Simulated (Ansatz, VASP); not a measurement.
## KF in VASP and in Ansatz

File INCAR:

```
PREC = Accurate
ENCUT = 520
EDIFF = 1E-7
ISMEAR = -1
SIGMA = 0.02
LREAL = False
LASPH = True
NELM = 60
ALGO = Normal
ISIF = 2
LWAVE = False
LCHARG = False
GGA = PE
NBANDS = 15
```

The input KPOINTS:

```
Automatic mesh
0
Gamma
  8 8 8
```

File POSCAR:

```
KF
1.0
    0.0000000000      2.9354014086      2.9941094368
    2.9354014086      0.0000000000      2.9941094368
    2.9354014086      2.9354014086      0.0000000000
K F
1 1
Direct
    0.0000000000      0.0000000000      0.0000000000
    0.2500000000      0.2500000000      0.2500000000
```

Input for Ansatz:

```yaml
crystal:
  lattice:
    - [0.0, 2.9354014086, 2.9941094368]
    - [2.9354014086, 0.0, 2.9941094368]
    - [2.9354014086, 2.9354014086, 0.0]
  atoms:
    - { symbol: K, position: [0.0, 0.0, 0.0] }
    - { symbol: F, position: [0.25, 0.25, 0.25] }
kpoints:
  mp_grid: { grid: [8, 8, 8] }
  band_path:
    path:
      - [0.0, 0.0, 0.0]
      - [-0.5, -0.5, 0.0]
      - [-0.375, -0.375, 0.25]
      - [-0.375, 0.0, 0.375]
      - [0.0, 0.0, 0.5]
      - [-0.5, -0.25, 0.25]
    npoints: 1
hamiltonian:
  xc: pbe
scf:
  occupations: { method: fermi_dirac, width: 0.02 }
  n_extra_bands: 4
output:
  forces: true
  stress: true
  eigenvalues: true
```

Change from the starting cell: uniaxial_z strain +2.0%.

Alike in both runs: task single point; functional PBE; k mesh 8 × 8 × 8; occupations fermi-dirac, width 0.02 eV; no spin polarisation.

|  | VASP | Ansatz |
| --- | --- | --- |
| version | VASP 6.6.1 | Ansatz 0.2.0 |
| potentials or method | VASP PAW PBE potentials, release 64 (K_sv, F) | plane waves, PAW |
| plane-wave cutoff (eV) | 520 | 420 |
| valence electrons in the cell | 16 | 16 |

|  | VASP | Ansatz | Ansatz less VASP |
| --- | --- | --- | --- |
| gap on the k mesh at the Fermi level (eV) | 5.10 | 5.11 | +0.010 |
| pressure (GPa) | 0.5 | 0.4 | -0.03 |
